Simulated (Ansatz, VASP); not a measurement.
WS in VASP and in Ansatz

```xyz
2
Lattice="0.0000 2.4499 2.4499 2.4499 0.0000 2.4499 2.4499 2.4499 0.0000" Properties=species:S:1:pos:R:3 pbc="T T T"
W     0.0000    0.0000    0.0000
S     2.4499    2.4499    2.4499
```

Alike in both runs: task single point; functional r2SCAN; k mesh 14 × 14 × 14; occupations gaussian, width 0.1 eV; no spin polarisation.

|  | VASP | Ansatz |
| --- | --- | --- |
| version | VASP 6.6.1 | Ansatz 0.2.0 |
| potentials or method | VASP PAW PBE potentials, release 64 (W_sv, S), cutoff 520 eV | scalar-relativistic, plane waves, PAW |
| valence electrons in the cell | 20 | 20 |

Ansatz gave:

```
gap on the k mesh at the Fermi level (eV) : none
pressure (GPa)                            : 4.4
```

**Question.** Which values does VASP return?

**Answer.** gap on the k mesh at the Fermi level (eV): none; pressure (GPa): 4.9.

VASP's potentials were made for PBE, not for r2SCAN. A gap of «none» marks a metal or a gap that the smearing closes.

Neither program's run includes spin-orbit coupling.
